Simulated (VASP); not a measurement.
Runs of VASP 6.6.1 on Rh. The structure is that of space group Immm (No. 71), or close to it. The cells are those of the table. 

```csv
cell,further INCAR settings,gap on the mesh (eV),pressure (GPa)
"a = 2.697, b = 2.697, c = 2.401 Å, angles 63.6, 63.6, 66.1°, 1 atom",ALGO = Fast; EDIFF = 1e-06; NBANDS = 14,none,23.4
"a = 2.741, b = 2.741, c = 2.338 Å, angles 64.8, 64.8, 70.1°, 1 atom",ALGO = Fast; EDIFF = 1e-06; NBANDS = 14,none,(b)
"a = 2.674, b = 2.674, c = 2.501 Å, angles 62.1, 62.1, 62.4°, 1 atom",ALGO = Fast; EDIFF = 1e-06; NBANDS = 14,none,20.6
"a = 2.679, b = 2.679, c = 2.365 Å, angles 63.8, 63.8, 65.7°, 1 atom",ALGO = Fast; EDIFF = 1e-06; NBANDS = 14,none,34.6
"a = 2.715, b = 2.715, c = 2.437 Å, angles 63.3, 63.3, 66.5°, 1 atom",ALGO = Fast; EDIFF = 1e-06; NBANDS = 14,none,13.8
"a = 2.760, b = 2.760, c = 2.374 Å, angles 64.5, 64.5, 70.5°, 1 atom",ALGO = Fast; EDIFF = 1e-07; NBANDS = 14,none,12.2
"a = 2.770, b = 2.770, c = 2.546 Å, angles 62.6, 62.6, 67.7°, 1 atom",ALGO = Fast; EDIFF = 1e-06; NBANDS = 14,none,-7.5
"a = 2.778, b = 2.778, c = 2.410 Å, angles 64.3, 64.3, 70.9°, 1 atom",ALGO = Fast; EDIFF = 1e-06; NBANDS = 14,none,4.3
"a = 2.723, b = 2.723, c = 2.302 Å, angles 65.0, 65.0, 69.8°, 1 atom",ALGO = Fast; EDIFF = 1e-06; NBANDS = 14,none,(a)
"a = 2.656, b = 2.656, c = 2.465 Å, angles 62.4, 62.4, 62.0°, 1 atom",ALGO = Fast; EDIFF = 1e-06; NBANDS = 14,none,31.4
"a = 2.688, b = 2.688, c = 2.230 Å, angles 65.5, 65.5, 68.9°, 1 atom",ALGO = Fast; EDIFF = 1e-06; NBANDS = 14,none,59.0
"a = 2.751, b = 2.751, c = 2.510 Å, angles 62.9, 62.9, 67.4°, 1 atom",ALGO = Fast; EDIFF = 1e-06; NBANDS = 14,none,-1.5
```

Alike in all rows: task single point; level PBE; potentials or basis VASP PAW PBE potentials, release 64 (Rh_pv); no spin polarisation; k mesh 20 × 20 × 20; cutoff (eV) 520; smearing gaussian 0.15 eV.

Q: Estimate the missing entries.

A: (a) 32.2; (b) 21.5.

A k mesh can miss the band edges, and the runs leave out spin-orbit coupling on Rh.

A gap of «none» marks levels without a gap at the run's occupations.
